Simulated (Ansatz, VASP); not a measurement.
**In: VASP beside Ansatz**

File INCAR:

```
SYSTEM = In
  PREC = Accurate
  ENCUT = 520
  EDIFF = 1E-6
  ISMEAR = 0
  SIGMA = 0.15
  LREAL = .False.
  LASPH = .True.
  NELM = 80
  ALGO = Fast
  ISIF = 2
  LWAVE = .False.
  LCHARG = .False.
  GGA = PE
  NBANDS = 12
```

The input KPOINTS:

```
regular mesh
0
Gamma
  20 20 20
  0 0 0
```

File POSCAR:

```
In
1.0
   -1.6098885000      1.6424115000      2.4739500000
    1.6098885000     -1.6424115000      2.4739500000
    1.6098885000      1.6424115000     -2.4739500000
In
1
Direct
    0.0000000000      0.0000000000      0.0000000000
```

Input for Ansatz:

```yaml
crystal:
  lattice:
    - [-1.6098885, 1.6424115, 2.47395]
    - [1.6098885, -1.6424115, 2.47395]
    - [1.6098885, 1.6424115, -2.47395]
  atoms:
    - { symbol: In, position: [0.0, 0.0, 0.0] }
basis:
  ecutwfc: 420
kpoints:
  mp_grid: { grid: [20, 20, 20] }
hamiltonian:
  xc: pbe
scf:
  occupations: { method: gaussian, width: 0.15 }
output:
  forces: true
  stress: true
  eigenvalues: true
```

Change from the starting cell: strain -0.0100 x Voigt [1, -1, 0, 0, 0, 0], atoms carried along.

Alike in both runs: task single point; functional PBE; k mesh 20 × 20 × 20; occupations gaussian, width 0.15 eV; no spin polarisation.

```csv
,VASP,Ansatz
version,VASP 6.6.1,Ansatz 0.2.0
potentials or method,"VASP PAW PBE potentials, release 64 (In_d), cutoff 520 eV","scalar-relativistic, plane waves, PAW"
valence electrons in the cell,13,13
```

|  | VASP | Ansatz | Ansatz less VASP |
| --- | --- | --- | --- |
| gap on the k mesh at the Fermi level (eV) | none | none | - |
| pressure (GPa) | 2.0 | 2.0 | +0.06 |
| traceless stress, the component that is largest in VASP (GPa) | 0.29 | 0.28 | -0.006 |

A gap of «none» marks a metal or a gap that the smearing closes. The functional is the same, so the differences come from potentials, cutoffs and numerics.
